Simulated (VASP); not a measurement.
A run of VASP 6.6.1 is set up as follows.

Contents of INCAR:

```
  ALGO = Normal
  EDIFF = 1E-6
  ENCUT = 520
  GGA = PE
  ISIF = 2
  ISMEAR = 0
  LASPH = True
  LCHARG = True
  LELF = True
  LREAL = False
  LVHAR = True
  LWAVE = False
  NBANDS = 46
  NELM = 100
  PREC = Accurate
  SIGMA = 0.01
```

Contents of KPOINTS:

```
k-points
0
Gamma
  9 9 2
```

POSCAR

```
ZnO
1.0
    3.2050025020      0.0000000000      0.0000000000
   -1.6025012510      2.7756135859      0.0000000000
    0.0000000000      0.0000000000     10.4132773869
Zn O
4 4
Direct
    0.0000000000      0.0000000000     -0.0005573107
    0.3333333333      0.6666666667      0.2496497194
    0.0000000000      0.0000000000      0.4994426893
    0.6666666667      0.3333333333      0.7496497194
    0.0000000000      0.0000000000      0.1880731350
    0.3333333333      0.6666666667      0.4378344562
    0.0000000000      0.0000000000      0.6880731350
    0.6666666667      0.3333333333      0.9378344562
```

Potentials or basis: VASP PAW PBE potentials, release 64 (Zn, O).

Launch:

```console
$ cat potpaw_PBE.64/Zn/POTCAR potpaw_PBE.64/O/POTCAR > POTCAR
$ mpirun -np 1 vasp_std > vasp.out
```

(1) Predict the pressure.

(2) Estimate the largest force.

Answers

(1) 10.3 GPa.

(2) 0.014 eV/Å.
